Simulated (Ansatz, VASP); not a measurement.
Ga: VASP beside Ansatz

POSCAR

```
Ga
1.0
    2.7784220849      0.0000000000      0.0000000000
    0.0000000000      3.2816087900      0.0000000000
   -1.3434310986      0.0000000000      3.9902731763
Ga
2
Direct
    0.1345962700      0.7500000000      0.7701668300
    0.8654037300      0.2500000000      0.2298331700
```

The input INCAR.step1:

```
SYSTEM = Ga
ALGO = Normal
EDIFF = 1E-5
ENCUT = 520
GGA = PE
ISIF = 2
ISMEAR = -1
LASPH = .True.
LCHARG = .False.
LREAL = .False.
LWAVE = .True.
NBANDS = 20
NELM = 80
PREC = Accurate
SIGMA = 0.05
```

Contents of INCAR.step2:

```
SYSTEM = Ga
AEXX = 0.25
ALGO = Normal
EDIFF = 1E-6
ENCUT = 520
GGA = PE
HFSCREEN = 0.3
ISIF = 2
ISMEAR = -1
ISTART = 1
LASPH = .True.
LCHARG = .False.
LHFCALC = .True.
LREAL = .False.
LWAVE = .False.
NBANDS = 20
NELM = 80
PREC = Accurate
PRECFOCK = Normal
SIGMA = 0.05
```

The input KPOINTS:

```
k-points
0
Gamma
  5 4 4
  0 0 0
```

The input input:

```
crystal:
  lattice:
    - [2.7784220849, 0.0, 0.0]
    - [0.0, 3.28160879, 0.0]
    - [-1.3434310986, 0.0, 3.9902731763]
  atoms:
    - { symbol: Ga, position: [0.13459627, 0.75, 0.77016683] }
    - { symbol: Ga, position: [0.86540373, 0.25, 0.22983317] }
hamiltonian:
  xc: { exchange: pbe, correlation: pbe, exx: { coeff: 0.25, omega: 0.3 } }
  pseudopotentials: { kind: paw }
kpoints:
  mp_grid: { grid: [5, 4, 4] }
  band_path:
    path:
      - [[0.0, 0.0, 0.0], [0.0, 0.0, 0.5], [-0.439461826, 0.0, 0.712489919], [-0.5, 0.0, 0.5], [-0.5, 0.5, 0.5], [-0.560538174, 0.5, 0.287510081], [-0.5, 0.5, 0.0], [-0.5, 0.0, 0.0], [-0.560538174, 0.0, 0.287510081]]
      - [[-0.439461826, 0.5, 0.712489919], [0.0, 0.5, 0.5], [0.0, 0.5, 0.0]]
      - [[0.0, 0.0, 0.5], [0.0, 0.5, 0.5]]
    npoints: 4
scf:
  occupations: { method: fermi_dirac, width: 0.05 }
  n_extra_bands: 6
output:
  forces: true
  stress: true
  eigenvalues: true
  fatbands: false
  write_density: true
  write_potential: true
  elf: true
  volumetric_format: npy
```

Alike in both runs: functional PBE-based screened hybrid with a share of 0.25 of exact exchange and HFSCREEN = 0.3; k mesh 5 × 4 × 4; occupations fermi-dirac, width 0.05 eV; no spin polarisation.

|  | VASP | Ansatz |
| --- | --- | --- |
| version | VASP 6.6.1 | Ansatz 0.2.0 |
| potentials or method | VASP PAW PBE potentials, release 64 (Ga_d) | Ansatz PAW |
| plane-wave cutoff (eV) | 520 | 420 |
| valence electrons in the cell | 26 | 26 |
| task | single point | band structure |

Ansatz gave:

```
gap on the k mesh at the Fermi level (eV)                     : none
pressure (GPa)                                                : 1.8
traceless stress, the component that is largest in VASP (GPa) : -3.68
rms of the force components (eV/Å)                            : 0.013
```

Q: Which values does VASP return?

A: gap on the k mesh at the Fermi level (eV): none; pressure (GPa): 2.0; traceless stress, the component that is largest in VASP (GPa): -3.68; rms of the force components (eV/Å): 0.013.

VASP's potentials were made for PBE, not for PBE-based screened hybrid. Atom by atom the forces differ by 0.002 eV/Å (rms over components). A gap of «none» marks a metal or a gap that the smearing closes. The functional is the same, so the differences come from potentials, cutoffs and numerics.

The k mesh is coarse, so the values compare programs but aren't converged.
